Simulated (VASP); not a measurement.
RbBr:

```
Rb Br
1.0
     4.12425    0.00000    0.00000
     0.00000    4.12425    0.00000
     0.00000    0.00000    4.12425
Rb Br
1 1
Direct
  0.00000 0.00000 0.00000
  0.50000 0.50000 0.50000
```

Program: VASP 6.6.1. Alike in all runs: task single point; no spin polarisation; cell as given; cutoff (eV) 500; smearing gaussian 0.01 eV.

Q: Order these runs on this cell by their band gap on the k mesh, lowest first.
A. level PBE; potentials or basis VASP PAW PBE potentials, release 64 (Rb_sv, Br); k mesh 3 × 3 × 3
B. level PBE; potentials or basis VASP PAW PBE potentials, release 64 (Rb_sv, Br); k mesh 2 × 2 × 2
C. level LDA; potentials or basis VASP PAW LDA potentials, release 64 (Rb_sv, Br); k mesh 2 × 2 × 2

A: C (3.57 eV), B (4.00 eV), A (4.17 eV).

Caveats: all runs use coarse meshes.

A k mesh can miss the band edges, odd and even meshes differently.
